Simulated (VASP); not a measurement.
A run of VASP 6.6.1 is set up as follows.

File INCAR:

```
SYSTEM = Zr4Si3
PREC = Accurate
ENCUT = 500
EDIFF = 1E-6
ISMEAR = 0
SIGMA = 0.2
LREAL = .False.
LASPH = .True.
NELM = 120
ALGO = Normal
ISIF = 2
LWAVE = .False.
LCHARG = .False.
GGA = PE
NBANDS = 39
GGA_COMPAT = .False.
```

KPOINTS

```
regular mesh
0
Gamma
  4 4 3
  0 0 0
```

Contents of POSCAR:

```
Zr4Si3
1.0
    5.3215072329      0.0000000000      0.0000000000
   -2.6607536164      4.6085604501      0.0000000000
    0.0000000000      0.0000000000      5.1940230965
Zr Si
4 3
Direct
    0.0000000000      0.0000000000      0.7410088143
    0.0000000000      0.0000000000      0.2589911857
    0.3333333333      0.6666666667      0.5000000000
    0.6666666667      0.3333333333      0.5000000000
    0.5000000000      0.0000000000      0.0000000000
    0.5000000000      0.5000000000      0.0000000000
    0.0000000000      0.5000000000      0.0000000000
```

Potentials or basis: VASP PAW PBE potentials, release 64 (Zr_sv, Si).

Launch:

```console
$ cat potpaw_PBE.64/Zr_sv/POTCAR potpaw_PBE.64/Si/POTCAR > POTCAR
$ mpirun -np 1 vasp_std > vasp.out
```

Problem. Predict the band gap on the k mesh.

Solution. Zero (band 30 reaches 11.10 eV, above the bottom of band 31 at 10.06 eV).

Problem. What does it give for the pressure?

Solution. 0.1 GPa.

Problem. Estimate the largest force.

Solution. 0.010 eV/Å.

Stress tensor (GPa, compression positive):
```
 0.13  0.00  0.00
 0.00  0.13  0.00
 0.00  0.00 -0.07
```

Caveat: the k points lie up to 0.40 Å⁻¹ apart.
